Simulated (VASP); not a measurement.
# WSe2 in VASP: notebook

The runs below take WSe2 through single point, with PBEsol.

All numbers are computed with VASP 6.6.1; they aren't measurements. Logs are shortened: lines on timing, memory, paths and dates and some standing lists are left out, and cuts for length are marked.

## Step 1: The cell of the first run

The cell holds a slab with vacuum, 12 atoms: a = 3.271 Å, b = 3.271 Å, c = 35.773 Å, α = 90.00°, β = 90.00°, γ = 120.00°.

## Step 2: Single point, PBEsol

Contents of INCAR:

```
PREC = Accurate
ENCUT = 520
EDIFF = 1E-6
ISMEAR = 0
SIGMA = 0.02
LREAL = False
LASPH = True
NELM = 100
ALGO = Normal
ISIF = 2
LWAVE = False
LCHARG = False
GGA = PS
NBANDS = 64
```

Contents of KPOINTS:

```
Automatic mesh
0
Gamma
  12 12 1
```

Contents of POSCAR:

```
WSe2
1.0
    3.2708710908      0.0000000000      0.0000000000
   -1.6354355454      2.8326574572      0.0000000000
    0.0000000000      0.0000000000     35.7728431694
W Se
4 8
Direct
    0.6666666667      0.3333333333      0.9075785577
    0.6666666667      0.3333333333      0.2771432768
    0.3333333333      0.6666666667      0.7228567232
    0.3333333333      0.6666666667      0.0924214423
    0.3333333333      0.6666666667      0.9543825441
    0.3333333333      0.6666666667      0.3238890670
    0.6666666667      0.3333333333      0.7696679895
    0.6666666667      0.3333333333      0.1392253910
    0.3333333333      0.6666666667      0.8607746090
    0.3333333333      0.6666666667      0.2303320105
    0.6666666667      0.3333333333      0.6761109330
    0.6666666667      0.3333333333      0.0456174559
```

Potentials or basis: VASP PAW PBE potentials, release 64 (W_sv, Se).

Launch:

```bash
cat potpaw_PBE.64/W_sv/POTCAR potpaw_PBE.64/Se/POTCAR > POTCAR
mpirun -np 1 vasp_std > vasp.out
```

OUTCAR:

```text
PREC = Accurate
   ENCUT = 520
   EDIFF = 1E-6
   ISMEAR = 0
   LREAL = False
   LASPH = True
   NELM = 100
   ISIF = 2
   GGA = PS

 ion  position               nearest neighbor table
   1  0.667  0.333  0.908-   9 2.52   9 2.52   9 2.52   5 2.52   5 2.52   5 2.52
   2  0.667  0.333  0.277-   6 2.52   6 2.52   6 2.52  10 2.52  10 2.52  10 2.52
   3  0.333  0.667  0.723-  11 2.52  11 2.52  11 2.52   7 2.52   7 2.52   7 2.52
   4  0.333  0.667  0.092-   8 2.52   8 2.52   8 2.52  12 2.52  12 2.52  12 2.52
   5  0.333  0.667  0.954-   1 2.52   1 2.52   1 2.52
   6  0.333  0.667  0.324-   2 2.52   2 2.52   2 2.52
   7  0.667  0.333  0.770-   3 2.52   3 2.52   3 2.52
   8  0.667  0.333  0.139-   4 2.52   4 2.52   4 2.52
   9  0.333  0.667  0.861-   1 2.52   1 2.52   1 2.52
  10  0.333  0.667  0.230-   2 2.52   2 2.52   2 2.52
  11  0.667  0.333  0.676-   3 2.52   3 2.52   3 2.52
  12  0.667  0.333  0.046-   4 2.52   4 2.52   4 2.52

  LATTYP: Found a hexagonal cell.
 ALAT       =     3.2708710908
 C/A-ratio  =    10.9367939538

  Lattice vectors:

 A1 = (   3.2708710908,   0.0000000000,   0.0000000000)
 A2 = (  -1.6354355454,   2.8326574572,   0.0000000000)
 A3 = (   0.0000000000,   0.0000000000,  35.7728431694)

Analysis of symmetry for initial positions (statically):
=====================================================================
 Subroutine PRICEL returns:
 Original cell was already a primitive cell.

 Routine SETGRP: Setting up the symmetry group for a
 hexagonal supercell.

 Subroutine GETGRP returns: Found 12 space group operations
 (whereof 12 operations were pure point group operations)
 out of a pool of 24 trial point group operations.

The static configuration has the point symmetry D_3d.

Analysis of symmetry for dynamics (positions and initial velocities):
=====================================================================
 Subroutine PRICEL returns:
 Original cell was already a primitive cell.

 Routine SETGRP: Setting up the symmetry group for a
 hexagonal supercell.

 Subroutine GETGRP returns: Found 12 space group operations
 (whereof 12 operations were pure point group operations)
 out of a pool of 24 trial point group operations.

The dynamic configuration has the point symmetry D_3d.

 Subroutine INISYM returns: Found 12 space group operations
[... 118 lines left out ...]
   ISYM   =      2    0-nonsym 1-usesym 2-fastsym
   POTIM  = 0.5000    time-step for ionic-motion
   TEBEG  =    0.0;   TEEND  =   0.0 temperature during run
   PSTRESS=    0.0 pullay stress
   NELECT =     104.0000    total number of electrons
   NUPDOWN=      -1.0000    fix difference up-down
   EMIN   =  10.00;   EMAX   =-10.00  energy-range for DOS
   EFERMI =   0.00;   METHOD = LEGACY
   ISMEAR =     0;   SIGMA  =   0.02  broadening in eV -4-tet -1-fermi 0-gaus
   EFERMI_NEDOS =   21; number of points for ismear=-14 and -15
   IALGO  =     38    algorithm
   IMIX   =      4    mixing-type and parameters
     AMIX     =   0.40;   BMIX     =  1.00
     AMIX_MAG =   1.60;   BMIX_MAG =  1.00
  volume/ion in A,a.u.               =      27.62       186.39
  Fermi-wavevector in a.u.,A,eV,Ry     =   1.112455  2.102234 16.837961  1.237555
  Thomas-Fermi vector in A             =   2.249029
   LORBIT       =      0    0 simple, 1 ext, 2 COOP (PROOUT), +10 PAW based schemes
   GGA     = PS    functional components
   LHFCALC =     F    Hartree Fock is set to
   AEXX    =    0.0000 exact exchange contribution
   IVDW    =     0    specifies the selected vdW correction
   LEPSILON=     F    determine dielectric tensor
   LRPA    =     F    only Hartree local field effects (RPA)
 non-spin polarized calculation
 Gauss-broadening in eV      SIGMA  =   0.02
  energy-cutoff  :      520.00
  volume of cell :      331.44
 maximum number of plane-waves:      9012
   NGX = 13   NGY = 13   NGZ =133

 number of electron     103.9999993 magnetization

 Free energy of the ion-electron system (eV)
  ---------------------------------------------------
  ext. energy  EPLUGINS =         0.00000000
  ---------------------------------------------------
  free energy    TOTEN  =       -93.06251763 eV

  energy without entropy =      -93.06251763  energy(sigma->0) =      -93.06251763

 E-fermi :   3.3279     XC(G=0):  -8.2634

 val. band max:        3.0697787213   @ k =   0.0000   0.0000   0.0000
 cond. band min:       4.2345051329   @ k =   0.1667   0.1667   0.0000
 fundamental gap:      1.1647264116
 Fermi energy:         3.3278924979

 k-point     1 :       0.0000    0.0000    0.0000
  band No.  band energies     occupation
      1     -71.0521      2.00000
      2     -71.0521      2.00000
      3     -71.0493      2.00000
      4     -71.0493      2.00000
      5     -35.3173      2.00000
      6     -35.3173      2.00000
[... 1262 lines left out ...]
     63       6.4659      0.00000
     64       6.4659      0.00000

------------------------ aborting loop because EDIFF is reached ----------------------------------------

  FORCE on cell =-STRESS in cart. coord.  units (eV):
  Direction    XX          YY          ZZ          XY          YZ          ZX
  --------------------------------------------------------------------------------------
  -------------------------------------------------------------------------------------
  Total        0.5655008      0.5655008      0.7816515     -0.0000000     -0.0000000      0.0000000
  in kB        2.7335866      2.7335866      3.7784424     -0.0000000     -0.0000000      0.0000000
  external PRESSURE =       3.0818719 kB  Pullay stress =       0.0000000 kB

 VOLUME and BASIS-vectors are now :
 -----------------------------------------------------------------------------
  energy-cutoff  :      520.00
  volume of cell :      331.44
      direct lattice vectors                 reciprocal lattice vectors
     3.270871091  0.000000000  0.000000000     0.305728955  0.176512694  0.000000000
    -1.635435545  2.832657457  0.000000000     0.000000000  0.353025389  0.000000000
     0.000000000  0.000000000 35.772843169     0.000000000  0.000000000  0.027954166

 POSITION                                       TOTAL-FORCE (eV/Angst)
 -----------------------------------------------------------------------------------
      1.63544      0.94422     32.46667         0.000000     -0.000000      0.000329
      1.63544      0.94422      9.91420         0.000000     -0.000000     -0.000001
     -0.00000      1.88844     25.85864        -0.000000      0.000000      0.000001
     -0.00000      1.88844      3.30618        -0.000000     -0.000000     -0.000329
     -0.00000      1.88844     34.14098        -0.000000     -0.000000      0.060117
     -0.00000      1.88844     11.58643        -0.000000      0.000000      0.061066
      1.63544      0.94422     27.53321        -0.000000     -0.000000      0.060426
      1.63544      0.94422      4.98049        -0.000000      0.000000      0.060240
     -0.00000      1.88844     30.79236         0.000000     -0.000000     -0.060240
     -0.00000      1.88844      8.23963         0.000000     -0.000000     -0.060426
      1.63544      0.94422     24.18641         0.000000     -0.000000     -0.061066
      1.63544      0.94422      1.63187         0.000000      0.000000     -0.060117
 -----------------------------------------------------------------------------------
    total drift:                                0.000000     -0.000000      0.000000

  FREE ENERGIE OF THE ION-ELECTRON SYSTEM (eV)
  ---------------------------------------------------
  free  energy   TOTEN  =       -93.0625176295 eV

  energy  without entropy=      -93.0625176295  energy(sigma->0) =      -93.06251763
```

OSZICAR:

```text
N       E                     dE             d eps       ncg     rms          rms(c)
DAV:   1     0.106990668148E+04    0.10699E+04   -0.54846E+04  2768   0.151E+03
DAV:   2    -0.163276086236E+02   -0.10862E+04   -0.10580E+04  2912   0.399E+02
DAV:   3    -0.937280243220E+02   -0.77400E+02   -0.76095E+02  2960   0.101E+02
[... 16 lines left out ...]
DAV:  20    -0.930625090715E+02   -0.24417E-04   -0.50509E-07  1888   0.170E-03    0.660E-04
DAV:  21    -0.930625144435E+02   -0.53720E-05   -0.10404E-07  1648   0.913E-04    0.740E-04
DAV:  22    -0.930625162111E+02   -0.17676E-05   -0.46329E-08  1544   0.550E-04    0.766E-04
DAV:  23    -0.930625175210E+02   -0.13099E-05   -0.45120E-08  1568   0.458E-04    0.194E-04
DAV:  24    -0.930625176295E+02   -0.10842E-06   -0.83396E-09  1464   0.180E-04
   1 F= -.93062518E+02 E0= -.93062518E+02  d E =-.362570E-76
```

stdout:

```text
POSCAR found type information on POSCAR W Se
 POSCAR found :  2 types and      12 ions
 scaLAPACK will be used
 -----------------------------------------------------------------------------
|                                                                             |
|                                                                             |
|     You enforced a specific xc type in the INCAR file but a different       |
|     I HOPE YOU KNOW WHAT YOU ARE DOING!                                     |
|                                                                             |
 -----------------------------------------------------------------------------

 LDA part: xc-table for (Slater+PW92), standard interpolation
 POSCAR, INCAR and KPOINTS ok, starting setup
 FFT: planning ... GRIDC
 FFT: planning ... GRID_SOFT
 FFT: planning ... GRID
 WAVECAR not read
 entering main loop
```

Run time: 16 min. Hardware: 1 thread of Intel Xeon 8259CL, shared host; peak memory 0.59 GiB.

What came out:

```
Free energy            : -93.0625 eV
Largest force          : 0.061 eV/Å
Band gap on the k mesh : 1.16 eV (least direct gap 1.61 eV)
```

Forces in eV/Å, atoms in the order of the input:
```
W    0.000  0.000  0.000
W    0.000  0.000  0.000
W    0.000  0.000  0.000
W    0.000  0.000  0.000
Se   0.000  0.000  0.060
Se   0.000  0.000  0.061
Se   0.000  0.000  0.060
Se   0.000  0.000  0.060
Se   0.000  0.000 -0.060
Se   0.000  0.000 -0.060
Se   0.000  0.000 -0.061
Se   0.000  0.000 -0.060
```

Levels at points of the mesh, in eV from the valence-band top:
```
           k point  band 49  band 50  band 51  band 52  band 53  band 54  band 55  band 56
(0.00, 0.00, 0.00)    -0.88    -0.46    -0.16     0.00     2.85     2.85     2.86     2.86
(0.50, 0.00, 0.00)    -1.11    -1.06    -1.00    -0.96     2.34     2.34     2.35     2.36
```

Caveat: the PAW data sets were made with another functional, which shifts forces and pressure a little; spin-orbit coupling is left out, which moves the levels of the heavy elements.

## Step 3: Single point, PBEsol (24.31 Å³/atom)

This run uses another cell than the first one.

Contents of INCAR:

```
SYSTEM = WSe2
PREC = Accurate ; ENCUT = 520
EDIFF = 1E-7 ; ISMEAR = 0
SIGMA = 0.02 ; LREAL = .False.
LASPH = .True. ; NELM = 60
ALGO = Normal ; ISIF = 2
LWAVE = .False. ; LCHARG = .False.
GGA = PS ; NBANDS = 64
```

Contents of KPOINTS:

```
regular mesh
0
Gamma
  12 12 1
  0 0 0
```

Contents of POSCAR:

```
WSe2
1.0
    3.2716538450      0.0000000000      0.0000000000
   -1.6358269225      2.8333353422      0.0000000000
    0.0000000000      0.0000000000     31.4650310987
W Se
4 8
Direct
    0.6666666667      0.3333333333      0.8951198881
    0.6666666667      0.3333333333      0.3147399777
    0.3333333333      0.6666666667      0.6852600223
    0.3333333333      0.6666666667      0.1048801119
    0.3333333333      0.6666666667      0.9483063195
    0.3333333333      0.6666666667      0.3678609485
    0.6666666667      0.3333333333      0.7384561931
    0.6666666667      0.3333333333      0.1580668795
    0.3333333333      0.6666666667      0.8419331205
    0.3333333333      0.6666666667      0.2615438069
    0.6666666667      0.3333333333      0.6321390515
    0.6666666667      0.3333333333      0.0516936805
```

Potentials or basis: VASP PAW PBE potentials, release 64 (W_sv, Se).

Launch:

```bash
cat potpaw_PBE.64/W_sv/POTCAR potpaw_PBE.64/Se/POTCAR > POTCAR
mpirun -np 1 vasp_std > vasp.out
```

OUTCAR:

```text
SYSTEM = WSe2
   PREC = Accurate
   ENCUT = 520
   EDIFF = 1E-7
   ISMEAR = 0
   LREAL = .False.
   LASPH = .True.
   NELM = 60
   ISIF = 2
   GGA = PS

 ion  position               nearest neighbor table
   1  0.667  0.333  0.895-   5 2.52   5 2.52   5 2.52   9 2.52   9 2.52   9 2.52
   2  0.667  0.333  0.315-   6 2.52   6 2.52   6 2.52  10 2.52  10 2.52  10 2.52
   3  0.333  0.667  0.685-  11 2.52  11 2.52  11 2.52   7 2.52   7 2.52   7 2.52
   4  0.333  0.667  0.105-  12 2.52  12 2.52  12 2.52   8 2.52   8 2.52   8 2.52
   5  0.333  0.667  0.948-   1 2.52   1 2.52   1 2.52
   6  0.333  0.667  0.368-   2 2.52   2 2.52   2 2.52
[... 1496 lines left out ...]
 -----------------------------------------------------------------------------
  energy-cutoff  :      520.00
  volume of cell :      291.67
      direct lattice vectors                 reciprocal lattice vectors
     3.271653845  0.000000000  0.000000000     0.305655808  0.176470463  0.000000000
    -1.635826922  2.833335342  0.000000000     0.000000000  0.352940926  0.000000000
     0.000000000  0.000000000 31.465031099     0.000000000  0.000000000  0.031781313

 POSITION                                       TOTAL-FORCE (eV/Angst)
 -----------------------------------------------------------------------------------
      1.63583      0.94445     28.16498         0.000000     -0.000000     -0.000978
      1.63583      0.94445      9.90330         0.000000      0.000000      0.000230
     -0.00000      1.88889     21.56173        -0.000000     -0.000000     -0.000230
     -0.00000      1.88889      3.30006         0.000000      0.000000      0.000978
     -0.00000      1.88889     29.83849        -0.000000      0.000000      0.067551
     -0.00000      1.88889     11.57476        -0.000000     -0.000000      0.069516
      1.63583      0.94445     23.23555        -0.000000      0.000000      0.068139
      1.63583      0.94445      4.97358        -0.000000     -0.000000      0.068298
     -0.00000      1.88889     26.49145         0.000000      0.000000     -0.068298
     -0.00000      1.88889      8.22948        -0.000000     -0.000000     -0.068139
      1.63583      0.94445     19.89027         0.000000      0.000000     -0.069516
      1.63583      0.94445      1.62654         0.000000      0.000000     -0.067551
 -----------------------------------------------------------------------------------
    total drift:                                0.000000     -0.000000      0.000000

  FREE ENERGIE OF THE ION-ELECTRON SYSTEM (eV)
  ---------------------------------------------------
  free  energy   TOTEN  =       -93.0619511306 eV

  energy  without entropy=      -93.0619511306  energy(sigma->0) =      -93.06195113
```

OSZICAR:

```text
N       E                     dE             d eps       ncg     rms          rms(c)
DAV:   1     0.108407307306E+04    0.10841E+04   -0.55044E+04  2712   0.154E+03
DAV:   2    -0.146875005488E+02   -0.10988E+04   -0.10689E+04  2880   0.413E+02
DAV:   3    -0.938038532708E+02   -0.79116E+02   -0.77701E+02  2968   0.104E+02
[... 13 lines left out ...]
DAV:  17    -0.930619491952E+02   -0.99198E-05   -0.84297E-06  2392   0.105E-02    0.558E-03
DAV:  18    -0.930619495881E+02   -0.39284E-06   -0.27845E-07  2320   0.185E-03    0.481E-03
DAV:  19    -0.930619508858E+02   -0.12977E-05   -0.77955E-07  2472   0.345E-03    0.725E-04
DAV:  20    -0.930619510734E+02   -0.18765E-06   -0.61933E-08  1952   0.973E-04    0.526E-04
DAV:  21    -0.930619511306E+02   -0.57160E-07   -0.19225E-08  1720   0.485E-04
   1 F= -.93061951E+02 E0= -.93061951E+02  d E =-.645785E-15
```

It took 4 min on 1 thread of Intel Xeon 6975P-C (Granite Rapids), shared host; peak memory 0.53 GiB.

What came out:

```yaml
Free_energy: -93.0620 eV
Largest_force: 0.070 eV/Å
Band_gap_on_the_k_mesh: 1.16 eV (least direct gap 1.61 eV)
```

Forces on the atoms (eV/Å):
```
W    0.000  0.000 -0.001
W    0.000  0.000  0.000
W    0.000  0.000  0.000
W    0.000  0.000  0.001
Se   0.000  0.000  0.068
Se   0.000  0.000  0.070
Se   0.000  0.000  0.068
Se   0.000  0.000  0.068
Se   0.000  0.000 -0.068
Se   0.000  0.000 -0.068
Se   0.000  0.000 -0.070
Se   0.000  0.000 -0.068
```

Levels at points of the mesh, in eV from the valence-band top:
```tsv
k point	band 49	band 50	band 51	band 52	band 53	band 54	band 55	band 56
(0.00, 0.00, 0.00)	-0.89	-0.46	-0.16	0.00	2.84	2.84	2.85	2.85
(0.50, 0.00, 0.00)	-1.13	-1.07	-1.01	-0.97	2.32	2.33	2.34	2.35
```

Caveat: the PAW data sets were made with another functional, which shifts forces and pressure a little; spin-orbit coupling is left out, which moves the levels of the heavy elements.

## Step 4: Single point, PBEsol (25.13 Å³/atom)

This run uses another cell than the first one.

Contents of INCAR:

```
PREC     = Accurate       # precision mode
ENCUT    = 520            # plane-wave cutoff, eV
EDIFF    = 1E-6           # SCF threshold, eV
ISMEAR   = 0              # smearing method
SIGMA    = 0.02           # smearing width, eV
LREAL    = F              # projectors in reciprocal space
LASPH    = T              # aspherical terms in the spheres
NELM     = 100            # most SCF steps
ALGO     = Normal         # electronic algorithm
ISIF     = 2              # what is computed and relaxed
LWAVE    = F              # write WAVECAR
LCHARG   = F              # write CHGCAR
GGA      = PS             # functional
NBANDS   = 64             # bands
```

Contents of KPOINTS:

```
regular mesh
0
Gamma
  12 12 1
```

Contents of POSCAR:

```
WSe2
1.0
    3.2711237514      0.0000000000      0.0000000000
   -1.6355618757      2.8328762676      0.0000000000
    0.0000000000      0.0000000000     32.5482490975
W Se
4 8
Direct
    0.6666666667      0.3333333333      0.8985316468
    0.6666666667      0.3333333333      0.3045994339
    0.3333333333      0.6666666667      0.6954005661
    0.3333333333      0.6666666667      0.1014683532
    0.3333333333      0.6666666667      0.9499618571
    0.3333333333      0.6666666667      0.3559642220
    0.6666666667      0.3333333333      0.7468377725
    0.6666666667      0.3333333333      0.1528985752
    0.3333333333      0.6666666667      0.8471014248
    0.3333333333      0.6666666667      0.2531622275
    0.6666666667      0.3333333333      0.6440357780
    0.6666666667      0.3333333333      0.0500381429
```

Launch:

```bash
cat potpaw_PBE.64/W_sv/POTCAR potpaw_PBE.64/Se/POTCAR > POTCAR
mpirun -np 1 vasp_std > vasp.out
```

Wall time 4.3 min (1 thread of Intel Xeon 6975P-C (Granite Rapids), shared host); peak memory 0.54 GiB.

It converged, with:

```
Free energy            : -93.0620 eV
Largest force          : 0.066 eV/Å
Band gap on the k mesh : 1.16 eV (least direct gap 1.61 eV)
```

Forces on the atoms (eV/Å):
```
W    0.000  0.000 -0.001
W    0.000  0.000 -0.001
W    0.000  0.000  0.001
W    0.000  0.000  0.001
Se   0.000  0.000  0.064
Se   0.000  0.000  0.066
Se   0.000  0.000  0.066
Se   0.000  0.000  0.065
Se   0.000  0.000 -0.065
Se   0.000  0.000 -0.066
Se   0.000  0.000 -0.066
Se   0.000  0.000 -0.064
```

Levels at points of the mesh, in eV from the valence-band top:
```csv
k point,band 48,band 49,band 50,band 51,band 52,band 53,band 54,band 55,band 56,band 57
"(0.00, 0.00, 0.00)",-1.34,-0.89,-0.46,-0.16,0.00,2.85,2.85,2.86,2.86,2.87
"(0.50, 0.00, 0.00)",-1.18,-1.12,-1.06,-1.00,-0.96,2.33,2.34,2.35,2.36,2.52
```

Caveat: the PAW data sets were made with another functional, which shifts forces and pressure a little; spin-orbit coupling is left out, which moves the levels of the heavy elements.

## Step 5: Overview

```csv
cell,gap on the mesh (eV),largest force (eV/Å)
"a = 3.271, b = 3.271, c = 35.773 Å, angles 90.0, 90.0, 120.0°, 12 atoms, atomic positions A",1.16,0.06
"a = 3.272, b = 3.272, c = 31.465 Å, angles 90.0, 90.0, 120.0°, 12 atoms, atomic positions B",1.16,0.07
"a = 3.271, b = 3.271, c = 32.548 Å, angles 90.0, 90.0, 120.0°, 12 atoms, atomic positions C",1.16,0.07
```

Alike in all rows: task single point; level PBEsol; potentials or basis VASP PAW PBE potentials, release 64 (W_sv, Se); no spin polarisation; k mesh 12 × 12 × 1; cutoff (eV) 520; smearing gaussian 0.02 eV.

Caveats: the PAW data sets were made with another functional, which shifts forces and pressure a little; spin-orbit coupling is left out, which moves the levels of the heavy elements.

Total energies depend on the potentials used, so only differences within one code and one set of settings carry meaning.
